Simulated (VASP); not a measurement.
The system is Fe.

```
Fe
1.0
    -1.44300    1.44300    1.44300
     1.44300   -1.44300    1.44300
     1.44300    1.44300   -1.44300
Fe
1
Direct
  0.00000 0.00000 0.00000
```

```yaml
Program: VASP 6.6.1
Task: relaxation of volume and atoms at fixed shape
Functional: r2SCAN
Potentials_or_basis: VASP PAW PBE potentials, release 64 (Fe)
Cutoff: 600 eV
k_mesh: 11 × 11 × 11
Occupations: methfessel-paxton, width 0.1 eV
Spin: collinear spin, ferromagnetic start
Starting_moments: "[3.5] μB"
```

At the start: pressure -5.6 GPa; volume 12.02 Å³/atom.

Question: Where does the relaxation end?

Answer: Over 3 steps the energy falls by 6.0 meV/atom and the volume is 11.69 Å³/atom (-2.8 %); space group Im-3m (No. 229, to 0.05 Å); moment 2.61 μB per cell.

Step by step:
| step | energy change (eV) | largest force (eV/Å) | pressure (GPa) | volume (Å³) |
| --- | --- | --- | --- | --- |
| 1 | 0.0000 | 0.0000 | -5.60 | 12.02 |
| 2 | 0.0028 | 0.0000 | 7.64 | 11.30 |
| 3 | -0.0060 | 0.0000 | 0.00 | 11.69 |

Final structure:
```
Fe
1.0
    -1.42955    1.42955    1.42955
     1.42955   -1.42955    1.42955
     1.42955    1.42955   -1.42955
Fe
1
Direct
  0.00000 0.00000 0.00000
```

Caveat: the PAW data sets were made with another functional, which shifts forces and pressure a little.
